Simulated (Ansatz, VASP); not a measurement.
## Two plane-wave programs on CsBr

```
Cs Br
1.0
     4.36541    0.00000    0.00000
     0.00000    4.36541    0.00000
     0.00000    0.00000    4.36541
Cs Br
1 1
Direct
  0.00000 0.00000 0.00000
  0.50000 0.50000 0.50000
```

Alike in both runs: task single point; functional r2SCAN; k mesh 6 × 6 × 6; occupations gaussian, width 0.02 eV; no spin polarisation.

|  | VASP | Ansatz |
| --- | --- | --- |
| version | VASP 6.6.1 | Ansatz 0.2.0 |
| potentials or method | VASP PAW PBE potentials, release 64 (Cs_sv, Br), cutoff 550 eV | scalar-relativistic, plane waves, PAW |
| valence electrons in the cell | 16 | 16 |

Ansatz gave:

- gap on the k mesh at the Fermi level (eV): 5.06
- least direct gap on the mesh (eV): 5.08
- pressure (GPa): -0.4

Task: What did VASP give for the same quantities?

Result: gap on the k mesh at the Fermi level (eV): 5.05; least direct gap on the mesh (eV): 5.07; pressure (GPa): -0.4.

VASP's potentials were made for PBE, not for r2SCAN.

Spin-orbit coupling is off throughout.
